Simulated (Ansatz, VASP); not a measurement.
Two plane-wave programs on Cu

```
CELL_PARAMETERS angstrom
1.21846 -3.97638 0.00000
1.21846 3.97638 0.00000
0.00000 0.00000 2.47550
ATOMIC_POSITIONS crystal
Cu 0.13387 0.86613 0.25000
Cu 0.86613 0.13387 0.75000
```

Alike in both runs: task relaxation of cell and atoms; functional BLYP; dispersion D3(BJ); k mesh 12 × 12 × 11; no spin polarisation.

|  | VASP | Ansatz |
| --- | --- | --- |
| version | VASP 6.6.1 | Ansatz 0.2.0 |
| potentials or method | VASP PAW PBE potentials, release 64 (Cu), cutoff 600 eV | plane waves, PAW |
| occupations | methfessel-paxton of order 1, width 0.1 eV | cold |
| valence electrons in the cell | 22 | 38 |

VASP gave:

| Property | Result |
| --- | --- |
| relaxed volume (Å³/atom) | 11.75 |
| relaxed length of the cell vector where the two differ most in proportion (Å) | 2.465 |

Q: Which values does Ansatz return?

A: Relaxed volume (Å³/atom): 11.70; relaxed length of the cell vector where the two differ most in proportion (Å): 2.461.

VASP's potentials were made for PBE, not for BLYP. VASP's potentials hold 22 valence electrons a cell and Ansatz's 38, so a difference there can come from the potentials and not from the codes. Ansatz's warnings: stress scf threshold loose.
